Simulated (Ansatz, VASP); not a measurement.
Two plane-wave programs on BeZn3Se4

```xyz
8
Lattice="3.9451 0.0000 0.0000 0.0000 7.9058 0.0000 0.0000 0.0000 5.6087" Properties=species:S:1:pos:R:3 pbc="T T T"
Be    1.9725    0.0000    2.8318
Zn    0.0000    6.0278    0.0023
Zn    0.0000    1.8779    0.0023
Zn    1.9725    3.9529    2.7947
Se    1.9725    6.0617    4.1267
Se    0.0000    0.0000    1.6106
Se    1.9725    1.8441    4.1267
Se    0.0000    3.9529    1.3311
```

Alike in both runs: functional PBE; k mesh 8 × 4 × 6; no spin polarisation.

Ansatz relaxed the structure, and its values are those at the end. VASP's run is a single point on that final structure, the one shown.

|  | VASP | Ansatz |
| --- | --- | --- |
| version | VASP 6.6.1 | Ansatz 0.2.0 |
| potentials or method | VASP PAW PBE potentials, release 64 (Be, Zn, Se), cutoff 520 eV | scalar-relativistic, plane waves, PAW |
| occupations | gaussian, width 0.01 eV | fixed |
| valence electrons in the cell | 62 | 102 |

|  | VASP | Ansatz | Ansatz less VASP |
| --- | --- | --- | --- |
| gap on the k mesh at the Fermi level (eV) | 1.65 | 1.65 | -0.002 |
| least direct gap on the mesh (eV) | 1.65 | 1.65 | -0.002 |
| pressure (GPa) | 0.2 | 0.0 | -0.20 |
| rms of the force components (eV/Å) | 0.004 | 0.000 | -0.0039 |

VASP's potentials hold 62 valence electrons a cell and Ansatz's 102, so a difference there can come from the potentials and not from the codes.
